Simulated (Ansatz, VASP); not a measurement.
## Cu in VASP and in Ansatz

```
Cu
1.0
     0.00000    1.81459    1.81459
     1.81459    0.00000    1.81459
     1.81459    1.81459    0.00000
Cu
1
Direct
  0.00000 0.00000 0.00000
```

Alike in both runs: task relaxation of cell and atoms; functional PBE; k mesh 20 × 20 × 20; occupations fermi-dirac, width 0.05 eV; no spin polarisation.

```csv
,VASP,Ansatz
version,VASP 6.6.1,Ansatz 0.2.0
potentials or method,"VASP PAW PBE potentials, release 64 (Cu)","PAW with Ansatz's default frozen-core files, scalar-relativistic"
plane-wave cutoff (eV),600,420
valence electrons in the cell,11,19
```

```tsv
	VASP	Ansatz	Ansatz less VASP
relaxed volume (Å³/atom)	12.00	11.95	-0.050
relaxed cell length with the largest relative difference (Å)	2.570	2.566	-0.0036
```

VASP's potentials hold 11 valence electrons a cell and Ansatz's 19, so a difference there can come from the potentials and not from the codes.
